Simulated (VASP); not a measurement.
Set up this calculation in VASP 6.6.1, as the native input.

- Task: single point
- Functional: PBE
- Potentials or basis: VASP PAW PBE potentials, release 64 (Zn, S)
- Cutoff: 520 eV
- k mesh: 12 × 12 × 4
- Occupations: gaussian, width 0.05 eV
- Spin: no spin polarisation
- Dipole correction: no
- Further INCAR settings: ALGO = Normal; EDIFF = 1e-06; NBANDS = 26

The structure of ZnS lies in POSCAR:

```
ZnS
1.0
    3.8454929876      0.0000000000      0.0000000000
   -1.9227464938      3.3302946173      0.0000000000
    0.0000000000      0.0000000000      6.8097599765
Zn S
2 2
Direct
    0.3333333333      0.6666666667      0.0052197901
    0.6666666667      0.3333333333      0.5052197901
    0.3333333333      0.6666666667      0.3797802099
    0.6666666667      0.3333333333      0.8797802099
```

This cell differs from its parent crystal: strain +0.000 along x and y, +0.080 along z.

The input as run:

INCAR

```
SYSTEM = ZnS
PREC = Accurate
ENCUT = 520
EDIFF = 1E-6
ISMEAR = 0
SIGMA = 0.05
LREAL = .False.
LASPH = .True.
NELM = 100
ALGO = Normal
ISIF = 2
LWAVE = .False.
LCHARG = .False.
GGA = PE
NBANDS = 26
```

KPOINTS

```
Automatic mesh
0
Gamma
  12 12 4
  0 0 0
```

Potentials or basis: VASP PAW PBE potentials, release 64 (Zn, S).

Launch:

```sh
$ cat potpaw_PBE.64/Zn/POTCAR potpaw_PBE.64/S/POTCAR > POTCAR
$ mpirun -np 1 vasp_std > vasp.out
```

Results of the run:

```json
{
 "Pressure": "-3.9 GPa",
 "Largest force": "0.098 eV/Å",
 "Band gap on the k mesh": "1.57 eV"
}
```

Caveat: the cell differs from its parent crystal (strain +0.000 along x and y, +0.080 along z); the cell stands under tension.

Run time: 74 s on 1 thread of Intel(R) Xeon(R) 6975P-C (Granite Rapids), with other jobs on the host, peak memory 0.26 GiB.
